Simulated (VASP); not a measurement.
**LiSnH3: relaxation of cell and atoms with PBE**

The system is LiSnH3.

```
CELL_PARAMETERS angstrom
5.03892 0.00000 0.00000
-2.51946 4.36384 0.00000
0.00000 0.00000 4.50382
ATOMIC_POSITIONS crystal
Li 0.00000 0.00000 0.00000
Li 0.00000 0.00000 0.50000
Sn 0.33333 0.66667 0.75000
Sn 0.66667 0.33333 0.25000
H 0.82507 0.65013 0.75000
H 0.34987 0.17493 0.75000
H 0.82507 0.17493 0.75000
H 0.17493 0.34987 0.25000
H 0.65013 0.82507 0.25000
H 0.17493 0.82507 0.25000
```

```
Program                : VASP 6.6.1
Task                   : relaxation of cell and atoms
Functional             : PBE
Potentials or basis    : VASP PAW PBE potentials, release 64 (Li_sv, Sn_d, H)
Cutoff                 : 600 eV
k mesh                 : 9 × 9 × 8
Occupations            : gaussian, width 0.1 eV
Spin                   : no spin polarisation
Dipole correction      : no
Further INCAR settings : ALGO = Normal; EDIFF = 1e-06; IBRION = 2; EDIFFG = -0.01; NSW = 100; ISIF = 3
```

```
Relaxed volume                         : 9.98 Å³/atom
Relaxed cell                           : a = 5.100 Å, b = 5.100 Å, c = 4.431 Å, α = 90.00°, β = 90.00°, γ = 120.00°
Space group after relaxing (to 0.05 Å) : P6_3/mmc (No. 194)
Energy gained by relaxing              : 1.1 meV/atom
Ionic steps                            : 6
Pressure after relaxing                : -0.1 GPa
Largest force after relaxing           : 0.006 eV/Å
Band gap on the k mesh                 : zero (band 20 reaches 4.81 eV, above the bottom of band 21 at 4.43 eV)
```

Forces on the atoms (eV/Å):
```
Li   0.000  0.000  0.000
Li   0.000  0.000  0.000
Sn   0.000  0.000  0.000
Sn   0.000  0.000  0.000
H    0.000 -0.006  0.000
H    0.005  0.003  0.000
H   -0.005  0.003  0.000
H    0.000  0.006  0.000
H   -0.005 -0.003  0.000
H    0.005 -0.003  0.000
```

Step by step:
| step | energy change (eV) | largest force (eV/Å) | pressure (GPa) | volume (Å³) |
| --- | --- | --- | --- | --- |
| 1 | 0.0000 | 0.0036 | 0.22 | 99.03 |
| 2 | -0.0034 | 0.0027 | 0.14 | 99.23 |
| 3 | -0.0099 | 0.0023 | -0.06 | 99.78 |
| 4 | -0.0039 | 0.0091 | -0.37 | 100.86 |
| 5 | -0.0109 | 0.0052 | -0.15 | 100.07 |
| 6 | -0.0111 | 0.0058 | -0.06 | 99.83 |

Final structure:
```
Li Sn H
1.0
     5.10018    0.00000    0.00000
    -2.55009    4.41689    0.00000
     0.00000    0.00000    4.43142
Li Sn H
2 2 6
Direct
  0.00000 0.00000 0.00000
  0.00000 0.00000 0.50000
  0.33333 0.66667 0.75000
  0.66667 0.33333 0.25000
  0.82512 0.65025 0.75000
  0.34975 0.17488 0.75000
  0.82512 0.17488 0.75000
  0.17488 0.34975 0.25000
  0.65025 0.82512 0.25000
  0.17488 0.82512 0.25000
```

Levels at points of the mesh, in eV from the Fermi level:
| k point | band 16 | band 17 | band 18 | band 19 | band 20 | band 21 | band 22 | band 23 | band 24 | band 25 |
| --- | --- | --- | --- | --- | --- | --- | --- | --- | --- | --- |
| (0.00, 0.00, 0.00) | -3.33 | -3.16 | -2.36 | -2.36 | -0.75 | 0.45 | 2.01 | 2.01 | 3.85 | 3.85 |
| (0.00, 0.00, 0.50) | -2.00 | -1.89 | -1.89 | -1.89 | -1.89 | 0.21 | 0.21 | 0.21 | 0.21 | 2.71 |

Wall time 4.4 min on 1 thread of Intel(R) Xeon(R) 6975P-C (Granite Rapids), on a shared host, peak memory 0.35 GiB.

Caveat: the cutoff is under 1.25 times the usual one of these potentials, so pressure, stress and relaxed cells hold a basis-set (Pulay) error; spin-orbit coupling is left out, which moves the levels of the heavy elements.
